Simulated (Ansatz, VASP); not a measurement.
## SnSe2 in VASP and in Ansatz

```xyz
3
Lattice="4.0310 0.0000 0.0000 -2.0155 3.4909 0.0000 0.0000 0.0000 6.3122" Properties=species:S:1:pos:R:3 pbc="T T T"
Sn    0.0000    0.0000    0.0000
Se    0.0000    2.3273    1.6737
Se    2.0155    1.1636    4.6385
```

Change from the starting cell: strain +0.050 along x and y, +0.050 along z, atoms carried along.

Alike in both runs: task single point; functional PBE; dispersion D3(BJ); k mesh 12 × 12 × 6; occupations gaussian, width 0.03 eV; no spin polarisation.

|  | VASP | Ansatz |
| --- | --- | --- |
| version | VASP 6.6.1 | Ansatz 0.2.0 |
| potentials or method | VASP PAW PBE potentials, release 64 (Sn_d, Se), cutoff 520 eV | scalar-relativistic, plane waves, PAW |
| valence electrons in the cell | 26 | 46 |

VASP gave:

- gap on the k mesh at the Fermi level (eV): 0.19
- least direct gap on the mesh (eV): 0.39
- pressure (GPa): -6.8
- traceless stress, the component that is largest in VASP (GPa): -0.09
- rms of the force components (eV/Å): 0.415

**Question.** Estimate Ansatz's values.

**Answer.** gap on the k mesh at the Fermi level (eV): 0.20; least direct gap on the mesh (eV): 0.40; pressure (GPa): -6.8; traceless stress, the component that is largest in VASP (GPa): -0.09; rms of the force components (eV/Å): 0.419.

Atom by atom the forces differ by 0.004 eV/Å (rms over components). VASP's potentials hold 26 valence electrons a cell and Ansatz's 46, so a difference there can come from the potentials and not from the codes.
